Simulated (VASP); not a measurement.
Wanted: the native input for a VASP 6.6.1 run.

- Task: single point
- Functional: PBE
- Potentials or basis: VASP PAW PBE potentials, release 64 (Ag_sv_GW, B)
- Cutoff: 630 eV
- k mesh: 8 × 8 × 4
- Occupations: gaussian, width 0.1 eV
- Spin: no spin polarisation
- Dipole correction: no
- Further INCAR settings: ALGO = Normal; EDIFF = 1e-06; NBANDS = 18

The structure of AgB lies in POSCAR:

```
AgB
1.0
    2.6749465760      0.0000000000      0.0000000000
    0.0000000000      2.6749465760      0.0000000000
    0.0000000000      0.0000000000      4.2734493619
Ag B
1 1
Direct
    0.5000000000      0.5000000000      0.4235039771
    0.5000000000      0.5000000000      0.9235115229
```

The cell was generated, and may not be a known phase.

The input as run:

INCAR

```
SYSTEM = AgB
PREC = Accurate ; ENCUT = 630
EDIFF = 1E-6 ; ISMEAR = 0
SIGMA = 0.1 ; LREAL = .False.
LASPH = .True. ; NELM = 120
ALGO = Normal ; ISIF = 2
LWAVE = .False. ; LCHARG = .False.
GGA = PE ; NBANDS = 18
GGA_COMPAT = .False.
```

KPOINTS

```
Automatic mesh
0
Gamma
  8 8 4
  0 0 0
```

Potentials or basis: VASP PAW PBE potentials, release 64 (Ag_sv_GW, B).

Launch:

```bash
$ cat potpaw_PBE.64/Ag_sv_GW/POTCAR potpaw_PBE.64/B/POTCAR > POTCAR
$ mpirun -np 1 vasp_std > vasp.out
```

Results of the run:

* Pressure: -0.1 GPa
* Band gap on the k mesh: zero (bands 11 and 12 overlap by 1.19 eV)

Caveat: the k points lie up to 0.37 Å⁻¹ apart, too coarse for converged energies and pressures of a metal.

It took 44 s on 1 thread of Intel(R) Xeon(R) Platinum 8259CL CPU @ 2.50GHz (Skylake/Cascade Lake), with other jobs on the host, peak memory 0.19 GiB.
